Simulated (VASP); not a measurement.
# WS2 (C2/c) in VASP: single point with LDA

Aim: the single point of WS2 with LDA.

All numbers are computed with VASP 6.6.1; they aren't measurements. Logs are shortened: lines on timing, memory, paths and dates and some standing lists are left out, and cuts for length are marked.

### 1 The cell of the first run

The structure is monoclinic, space group C2/c (No. 15). The conventional cell has a = 3.134 Å, b = 5.415 Å, c = 12.148 Å, α = 90.00°, β = 96.79°, γ = 90.00°. W (site symmetry 2) has 6 S at 2.38 to 2.39 Å and 6 W at 3.13 Å within 3.2 Å. S (site symmetry 1) has 3 W at 2.38 to 2.39 Å and 9 S at 3.11 to 3.33 Å within 3.4 Å.

### 2 Single point, LDA (engineering shear strain xz -0.1400, engineering shear strain yz +0.0000)

The input, INCAR:

```
SYSTEM = WS2
  PREC = Accurate
  ENCUT = 520
  EDIFF = 1E-7
  ISMEAR = 0
  SIGMA = 0.05
  LREAL = .FALSE.
  LASPH = .TRUE.
  NELM = 100
  ALGO = Normal
  ISIF = 2
  LWAVE = .FALSE.
  LCHARG = .FALSE.
  NBANDS = 35
```

The input, KPOINTS:

```
regular mesh
0
G
  12 12 4
  0 0 0
```

The input, POSCAR:

```
WS2
1.0
    3.1265905160      0.0000000000     -0.2188613361
   -1.5632952580      2.7077068141      0.1094306681
   -0.8506417516     -0.0000000001     12.1520250223
W S
2 4
Direct
    0.2923668244      0.5847336488      0.2500000000
    0.7076331756      0.4152663512      0.7500000000
    0.3050093370      0.7486002479      0.6209961890
    0.5564090891      0.2513997521      0.1209961890
    0.4435909109      0.7486002479      0.8790038110
    0.6949906630      0.2513997521      0.3790038110
```

Potentials or basis: VASP PAW LDA potentials, release 64 (W_sv, S).

Command:

```console
$ cat potpaw_LDA.64/W_sv/POTCAR potpaw_LDA.64/S/POTCAR > POTCAR
$ mpirun -np 1 vasp_std > vasp.out
```

OUTCAR:

```text
SYSTEM = WS2
   PREC = Accurate
   ENCUT = 520
   EDIFF = 1E-7
   ISMEAR = 0
   LREAL = .FALSE.
   LASPH = .TRUE.
   NELM = 100
   ISIF = 2

 ion  position               nearest neighbor table
   1  0.292  0.585  0.250-   4 2.38   6 2.38   6 2.38   4 2.38   6 2.39   4 2.39
   2  0.708  0.415  0.750-   5 2.38   3 2.38   3 2.38   5 2.38   3 2.39   5 2.39
   3  0.305  0.749  0.621-   2 2.38   2 2.38   2 2.39
   4  0.556  0.251  0.121-   1 2.38   1 2.38   1 2.39
   5  0.444  0.749  0.879-   2 2.38   2 2.38   2 2.39
   6  0.695  0.251  0.379-   1 2.38   1 2.38   1 2.39

  LATTYP: Found a base centered monoclinic cell.
 ALAT       =     3.1342413020
 B/A-ratio  =     1.7278228146
 C/A-ratio  =     3.8759826248
 COS(beta)  =    -0.1182976094

  Lattice vectors:

 A1 = (  -1.5632952580,   2.7077068141,   0.1094306681)
 A2 = (  -1.5632952580,  -2.7077068141,   0.1094306680)
 A3 = (   2.2759487644,  -0.0000000001,  11.9331636862)

Analysis of symmetry for initial positions (statically):
=====================================================================
 Subroutine PRICEL returns:
 Original cell was already a primitive cell.

 Routine SETGRP: Setting up the symmetry group for a
 base centered monoclinic supercell.

 Subroutine GETGRP returns: Found  4 space group operations
 (whereof  2 operations were pure point group operations)
 out of a pool of  4 trial point group operations.

The static configuration has the point symmetry S_2 .
 The point group associated with its full space group is C_2h.

Analysis of symmetry for dynamics (positions and initial velocities):
=====================================================================
 Subroutine PRICEL returns:
 Original cell was already a primitive cell.

 Routine SETGRP: Setting up the symmetry group for a
 base centered monoclinic supercell.

 Subroutine GETGRP returns: Found  4 space group operations
 (whereof  2 operations were pure point group operations)
 out of a pool of  4 trial point group operations.

The dynamic configuration has the point symmetry S_2 .
 The point group associated with its full space group is C_2h.

 Subroutine INISYM returns: Found  4 space group operations
 (whereof  2 operations are pure point group operations),
 and found     1 'primitive' translations

----------------------------------------------------------------------------------------

                                     Primitive cell

  volume of cell :     102.3736

  direct lattice vectors                    reciprocal lattice vectors
     3.126590516  0.000000000 -0.218861336     0.321412133  0.184658102  0.022498849
    -1.563295258  2.707706814  0.109430668     0.000000000  0.369316203  0.000000000
    -0.850641752 -0.000000000 12.152025022     0.005788722 -0.000000000  0.082696022

  length of vectors
     3.134241302  3.128504967 12.181761101     0.371363127  0.369316203  0.082898380

  position of ions in fractional coordinates (direct lattice)
     0.292366824  0.584733649  0.250000000
     0.707633176  0.415266351  0.750000000
     0.305009337  0.748600248  0.620996189
     0.556409089  0.251399752  0.120996189
     0.443590911  0.748600248  0.879003811
     0.694990663  0.251399752  0.379003811

  ion indices of the primitive-cell ions
   primitive index   ion index
                 1           1
                 2           2
                 3           3
                 4           4
                 5           5
                 6           6

----------------------------------------------------------------------------------------

 KPOINTS: regular mesh

Automatic generation of k-mesh.
 Grid dimensions read from file:
 generate k-points for:   12   12    4

 Generating k-lattice:

  Cartesian coordinates                     Fractional coordinates (reciprocal lattice)
     0.026784344  0.015388175  0.001874904     0.083333333 -0.000000000  0.000000000
     0.000000000  0.030776350  0.000000000     0.000000000  0.083333333  0.000000000
     0.001447180 -0.000000000  0.020674005    -0.000000000  0.000000000  0.250000000

  Length of vectors
     0.030946927  0.030776350  0.020724595

  Shift w.r.t. Gamma in fractional coordinates (k-lattice)
     0.000000000  0.000000000  0.000000000

 Subroutine IBZKPT returns following result:
 ===========================================

 Found    164 irreducible k-points:

 Following reciprocal coordinates:
            Coordinates               Weight
  0.000000  0.000000  0.000000      1.000000
  0.083333 -0.000000  0.000000      4.000000
  0.166667 -0.000000 -0.000000      4.000000
  0.250000 -0.000000  0.000000      4.000000
  0.333333 -0.000000 -0.000000      4.000000
  0.416667 -0.000000  0.000000      4.000000
[... 16 lines left out ...]
  0.333333  0.166667 -0.000000      4.000000
  0.416667  0.166667 -0.000000      4.000000
 [... further k-points ...]
   k-points           NKPTS =    164   k-points in BZ     NKDIM =    164   number of bands    NBANDS=     35
   number of dos      NEDOS =    301   number of ions     NIONS =      6
   total plane-waves  NPLWV =  55296
   dimension x,y,z NGX =    24 NGY =   24 NGZ =   96
   dimension x,y,z NGXF=    48 NGYF=   48 NGZF=  192
   ions per type =               2   4
   NGX,Y,Z   is equivalent  to a cutoff of  12.73, 12.75, 13.10 a.u.
   NGXF,Y,Z  is equivalent  to a cutoff of  25.46, 25.51, 26.20 a.u.
 SYSTEM =  WS2
   PREC   = accura    normal or accurate (medium, high low for compatibility)
   ISTART =      0    job   : 0-new  1-cont  2-samecut
   ICHARG =      2    charge: 1-file 2-atom 10-const
   ISPIN  =      1    spin polarized calculation?
   LNONCOLLINEAR =      F non collinear calculations
   LSORBIT =      F    spin-orbit coupling
   LASPH  =      T    aspherical Exc in radial PAW
   ENCUT  =  520.0 eV  38.22 Ry    6.18 a.u.   5.83  5.82 22.65*2*pi/ulx,y,z
   NELM   =    100;   NELMIN=  2; NELMDL= -5     # of ELM steps
   EDIFF  = 0.1E-06   stopping-criterion for ELM
   LREAL  =      F    real-space projection
   EDIFFG = 0.1E-05   stopping-criterion for IOM
   NSW    =      0    number of steps for IOM
   IBRION =     -1    ionic relax: 0-MD 1-quasi-New 2-CG
   NFREE  =      0    steps in history (QN), initial steepest desc. (CG)
   ISIF   =      2    stress and relaxation
   ISYM   =      2    0-nonsym 1-usesym 2-fastsym
   POTIM  = 0.5000    time-step for ionic-motion
   TEBEG  =    0.0;   TEEND  =   0.0 temperature during run
   PSTRESS=    0.0 pullay stress
   NELECT =      52.0000    total number of electrons
   NUPDOWN=      -1.0000    fix difference up-down
   EMIN   =  10.00;   EMAX   =-10.00  energy-range for DOS
   EFERMI =   0.00;   METHOD = LEGACY
   ISMEAR =     0;   SIGMA  =   0.05  broadening in eV -4-tet -1-fermi 0-gaus
   EFERMI_NEDOS =   21; number of points for ismear=-14 and -15
   IALGO  =     38    algorithm
   IMIX   =      4    mixing-type and parameters
     AMIX     =   0.40;   BMIX     =  1.00
     AMIX_MAG =   1.60;   BMIX_MAG =  1.00
  volume/ion in A,a.u.               =      17.06       115.14
  Fermi-wavevector in a.u.,A,eV,Ry     =   1.306211  2.468380 23.214079  1.706187
  Thomas-Fermi vector in A             =   2.437028
   LORBIT       =      0    0 simple, 1 ext, 2 COOP (PROOUT), +10 PAW based schemes
   GGA     = CA    functional components
   LHFCALC =     F    Hartree Fock is set to
   AEXX    =    0.0000 exact exchange contribution
   IVDW    =     0    specifies the selected vdW correction
   LEPSILON=     F    determine dielectric tensor
   LRPA    =     F    only Hartree local field effects (RPA)
 non-spin polarized calculation
 Gauss-broadening in eV      SIGMA  =   0.05
  energy-cutoff  :      520.00
  volume of cell :      102.37
 maximum number of plane-waves:      2778
   NGX = 11   NGY = 11   NGZ = 45

 number of electron      51.9999997 magnetization

 Free energy of the ion-electron system (eV)
  ---------------------------------------------------
  ext. energy  EPLUGINS =         0.00000000
  ---------------------------------------------------
  free energy    TOTEN  =       -52.45027909 eV

  energy without entropy =      -52.45027909  energy(sigma->0) =      -52.45027909

 E-fermi :   8.2649     XC(G=0): -11.4503

 val. band max:        7.9704147843   @ k =   0.0000   0.0000   0.0000
 cond. band min:       8.7918504420   @ k =  -0.3333   0.1667   0.2500
 fundamental gap:      0.8214356578
 Fermi energy:         8.2649466523

 k-point     1 :       0.0000    0.0000    0.0000
  band No.  band energies     occupation
      1     -66.2869      2.00000
      2     -66.2869      2.00000
      3     -30.8526      2.00000
      4     -30.8526      2.00000
      5     -30.6348      2.00000
      6     -30.6348      2.00000
[... 27 lines left out ...]
     34      10.5264      0.00000
     35      12.6671      0.00000

 k-point     2 :       0.0833   -0.0000    0.0000
  band No.  band energies     occupation
      1     -66.2854      2.00000
      2     -66.2854      2.00000
      3     -30.8475      2.00000
      4     -30.8475      2.00000
      5     -30.6619      2.00000
      6     -30.6619      2.00000
[... 27 lines left out ...]
     34      10.5087      0.00000
     35      13.2323      0.00000

 k-point     3 :       0.1667   -0.0000   -0.0000
  band No.  band energies     occupation
      1     -66.2813      2.00000
      2     -66.2813      2.00000
      3     -30.8335      2.00000
      4     -30.8335      2.00000
      5     -30.7380      2.00000
      6     -30.7380      2.00000
[... 27 lines left out ...]
     34      11.0121      0.00000
     35      14.3398      0.00000
[... 723 lines left out ...]
 k-point    23 :       0.3333    0.1667   -0.0000
  band No.  band energies     occupation
      1     -66.2647      2.00000
      2     -66.2646      2.00000
      3     -30.9905      2.00000
      4     -30.9905      2.00000
      5     -30.7812      2.00000
      6     -30.7812      2.00000
[... 27 lines left out ...]
     34      12.3159      0.00000
     35      13.5409      0.00000

 k-point    24 :       0.4167    0.1667   -0.0000
  band No.  band energies     occupation
      1     -66.2634      2.00000
      2     -66.2634      2.00000
      3     -31.0078      2.00000
      4     -31.0078      2.00000
      5     -30.7916      2.00000
      6     -30.7916      2.00000
[... 27 lines left out ...]
     34      12.1479      0.00000
     35      13.1642      0.00000

 [... further k-points ...]

------------------------ aborting loop because EDIFF is reached ----------------------------------------

  FORCE on cell =-STRESS in cart. coord.  units (eV):
  Direction    XX          YY          ZZ          XY          YZ          ZX
  --------------------------------------------------------------------------------------
  -------------------------------------------------------------------------------------
  Total        0.2691984      0.8074978      1.3844011     -0.0000000      0.0000000      0.4062968
  in kB        4.2130343     12.6375797     21.6662869     -0.0000000      0.0000000      6.3586654
  external PRESSURE =      12.8389669 kB  Pullay stress =       0.0000000 kB

 VOLUME and BASIS-vectors are now :
 -----------------------------------------------------------------------------
  energy-cutoff  :      520.00
  volume of cell :      102.37
      direct lattice vectors                 reciprocal lattice vectors
     3.126590516  0.000000000 -0.218861336     0.321412133  0.184658102  0.022498849
    -1.563295258  2.707706814  0.109430668     0.000000000  0.369316203  0.000000000
    -0.850641752 -0.000000000 12.152025022     0.005788722 -0.000000000  0.082696022

 POSITION                                       TOTAL-FORCE (eV/Angst)
 -----------------------------------------------------------------------------------
     -0.21266      1.58329      3.03801        -0.000000      0.000234      0.000000
      0.92531      1.12442      9.00459        -0.000000     -0.000234     -0.000000
     -0.74489      2.02699      7.56153        -0.003593      0.000143     -0.045326
      1.24373      0.68072      1.37608        -0.003593     -0.000143     -0.045326
     -0.53107      2.02699     10.66651         0.003593      0.000143      0.045326
      1.45754      0.68072      4.48107         0.003593     -0.000143      0.045326
 -----------------------------------------------------------------------------------
    total drift:                               -0.000000      0.000000     -0.000000

  FREE ENERGIE OF THE ION-ELECTRON SYSTEM (eV)
  ---------------------------------------------------
  free  energy   TOTEN  =       -52.4502790947 eV

  energy  without entropy=      -52.4502790947  energy(sigma->0) =      -52.45027909
```

Run time: 11 min. Hardware: 1 thread of Intel Xeon 8259CL, shared host; peak memory 0.52 GiB.

Results:

- Free energy: -52.4503 eV
- Pressure: 1.3 GPa
- Largest force: 0.045 eV/Å
- Band gap on the k mesh: 0.82 eV (least direct gap 1.88 eV)

Forces on the atoms (eV/Å):
```
W    0.000  0.000  0.000
W    0.000  0.000  0.000
S   -0.004  0.000 -0.045
S   -0.004  0.000 -0.045
S    0.004  0.000  0.045
S    0.004  0.000  0.045
```

Caveat: the cell differs from its parent crystal (engineering shear strain xz -0.1400, engineering shear strain yz +0.0000); spin-orbit coupling is left out, which moves the levels of the heavy elements. A k mesh can miss the band edges.
